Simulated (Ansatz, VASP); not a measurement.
**Two plane-wave programs on Al3SiSe**

```
CELL_PARAMETERS angstrom
3.60198 0.00000 0.00000
-1.80099 3.11941 0.00000
0.00000 0.00000 9.03362
ATOMIC_POSITIONS crystal
Al 0.00000 0.00000 0.96595
Al 0.00000 0.00000 0.35302
Al 0.33333 0.66667 0.77333
Si 0.33333 0.66667 0.50490
Se 0.66667 0.33333 0.14784
```

Alike in both runs: task single point; functional PBE; k mesh 12 × 12 × 4; occupations gaussian, width 0.1 eV; no spin polarisation.

|  | VASP | Ansatz |
| --- | --- | --- |
| version | VASP 6.6.1 | Ansatz 0.2.0 |
| potentials or method | VASP PAW PBE potentials, release 64 (Al, Si, Se), cutoff 520 eV | scalar-relativistic, plane waves, PAW |
| valence electrons in the cell | 19 | 29 |

|  | VASP | Ansatz | Ansatz less VASP |
| --- | --- | --- | --- |
| gap on the k mesh at the Fermi level (eV) | none | none | - |
| pressure (GPa) | 0.0 | 0.0 | 0.00 |

A gap of «none» marks a metal or a gap that the smearing closes. VASP's potentials hold 19 valence electrons a cell and Ansatz's 29, so a difference there can come from the potentials and not from the codes.
